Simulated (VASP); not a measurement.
# K3Cd2Se4O12 (a cell with a defect): single point with LDA

K3Cd2Se4O12 (a cell with a defect):

```
CELL_PARAMETERS angstrom
5.71014 0.00000 0.00000
-5.71014 9.89026 0.00000
0.00000 -3.29675 6.33022
ATOMIC_POSITIONS crystal
K 0.83074 0.32819 0.44400
K 0.12536 0.11847 0.54788
K 0.27189 0.73844 0.54963
Cd 0.98704 0.99931 0.99587
Cd 0.00401 0.49997 0.00270
Se 0.62685 0.14078 0.89687
Se 0.37606 0.37097 0.12969
Se 0.62796 0.62904 0.90299
Se 0.36662 0.86896 0.08947
O 0.77754 0.04276 0.78245
O 0.69211 0.25079 0.77271
O 0.28090 0.00344 0.78319
O 0.21284 0.46274 0.23723
O 0.72498 0.50021 0.23394
O 0.29872 0.25334 0.24158
O 0.82999 0.56364 0.79205
O 0.65210 0.74385 0.79998
O 0.29454 0.47411 0.78860
O 0.17008 0.93848 0.19830
O 0.70043 0.02246 0.21536
O 0.32718 0.75198 0.19388
```

```
Program                : VASP 6.6.1
Task                   : single point
Functional             : LDA
Potentials or basis    : VASP PAW LDA potentials, release 64 (K_sv, Cd, Se, O)
Cutoff                 : 520 eV
k mesh                 : 3 × 2 × 2
Occupations            : fermi-dirac, width 0.05 eV
Spin                   : no spin polarisation
Dipole correction      : no
Further INCAR settings : LREAL = Auto; ALGO = Normal; EDIFF = 1e-06; NBANDS = 90
```

```json
{"Pressure": "-1.5 GPa", "Largest force": "0.307 eV/Å", "Band gap on the k mesh": "zero (an odd number of electrons rules out a gap without spin polarisation)"}
```

Forces in eV/Å, atoms in the order of the input:
```
K   -0.006 -0.001 -0.001
K   -0.003  0.013  0.002
K   -0.004 -0.014  0.002
Cd   0.000  0.004  0.001
Cd  -0.003 -0.006  0.006
Se  -0.009  0.024  0.306
Se   0.002  0.004 -0.290
Se   0.011 -0.021  0.294
Se   0.010  0.011 -0.295
O    0.148 -0.055 -0.127
O   -0.040  0.141 -0.147
O   -0.108 -0.106 -0.129
O   -0.166  0.058  0.118
O    0.136  0.112  0.127
O    0.036 -0.169  0.130
O    0.175 -0.010 -0.124
O   -0.081  0.161 -0.117
O   -0.095 -0.143 -0.134
O   -0.167  0.011  0.120
O    0.092  0.130  0.137
O    0.072 -0.143  0.122
```

Stress tensor (GPa, compression positive):
```
-1.59  0.32 -0.31
 0.32 -1.37 -0.16
-0.31 -0.16 -1.50
```

Levels at points of the mesh, in eV from the Fermi level:
```
           k point  band 71  band 72  band 73  band 74  band 75  band 76  band 77  band 78
(0.00, 0.00, 0.00)    -0.34    -0.27    -0.17    -0.07     3.90     4.48     4.78     4.94
(0.00, 0.50, 0.00)    -0.30    -0.29    -0.10    -0.01     4.24     4.38     4.74     5.09
(0.00, 0.00, 0.50)    -0.32    -0.30    -0.07    -0.02     4.19     4.41     4.58     4.75
(0.00, 0.50, 0.50)    -0.31    -0.24    -0.08     0.01     4.38     4.57     4.76     5.05
```

It took 4.6 min on 1 thread of AMD EPYC 9R45 96-Core Processor (Zen 5) (shared host), peak memory 0.43 GiB.

Caveat: the k points lie up to 0.46 Å⁻¹ apart, too coarse for converged energies and pressures of a metal; an odd number of electrons without spin polarisation forces a metal; a magnetic or distorted state may lie lower.
